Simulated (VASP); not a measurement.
# Ir2Rh3: single point with PBE

The system is Ir2Rh3.

```xyz
10
Lattice="2.7347 0.0000 0.0000 -1.3674 2.3683 0.0000 0.0000 0.0000 22.0353" Properties=species:S:1:pos:R:3 pbc="T T T"
Ir    1.3674    2.3683    0.0000
Ir    0.0000    1.5789    6.6005
Ir    0.0000    1.5789   11.0176
Ir    0.0000    1.5789   15.4348
Rh    1.3674    2.3683   17.6246
Rh    1.3674    2.3683    4.4107
Rh    1.3674    2.3683    8.8112
Rh    1.3674    2.3683   13.2241
Rh    0.0000    1.5789   19.8427
Rh    0.0000    1.5789    2.1926
```

| Item | Value |
| --- | --- |
| Program | VASP 6.6.1 |
| Task | single point |
| Functional | PBE |
| Potentials or basis | VASP PAW PBE potentials, release 64 (Ir, Rh_pv) |
| Cutoff | 520 eV |
| k mesh | 12 × 12 × 1 |
| Occupations | gaussian, width 0.2 eV |
| Spin | no spin polarisation |
| Dipole correction | no |
| Further INCAR settings | ALGO = Fast; EDIFF = 1e-06; NBANDS = 74 |

| Property | Result |
| --- | --- |
| Pressure | 0.6 GPa |
| Largest force | 0.021 eV/Å |
| Band gap on the k mesh | zero (band 63 reaches 11.49 eV, above the bottom of band 64 at 9.35 eV) |

Forces in eV/Å, atoms in the order of the input:
```
Ir   0.000  0.000  0.000
Ir   0.000  0.000  0.017
Ir   0.000  0.000  0.000
Ir   0.000  0.000 -0.017
Rh   0.000  0.000  0.019
Rh   0.000  0.000 -0.019
Rh   0.000  0.000 -0.007
Rh   0.000  0.000  0.007
Rh   0.000  0.000 -0.021
Rh   0.000  0.000  0.021
```

Stress tensor (GPa, compression positive):
```
0.05 0.00 0.00
0.00 0.05 0.00
0.00 0.00 1.69
```

Levels at points of the mesh, in eV from the Fermi level:
```
           k point  band 58  band 59  band 60  band 61  band 62  band 63  band 64  band 65
(0.00, 0.00, 0.00)    -1.59    -1.59    -1.58    -1.58    -1.15    -1.08    -0.84    -0.84
(0.50, 0.00, 0.00)     0.41     0.45     0.48     0.53     0.54     0.54     0.77     1.14
```

It took 6.5 min on 1 thread of Intel(R) Xeon(R) 6975P-C (Granite Rapids), with other jobs on the host, peak memory 0.35 GiB.

Caveat: spin-orbit coupling is left out, which moves the levels of the heavy elements.
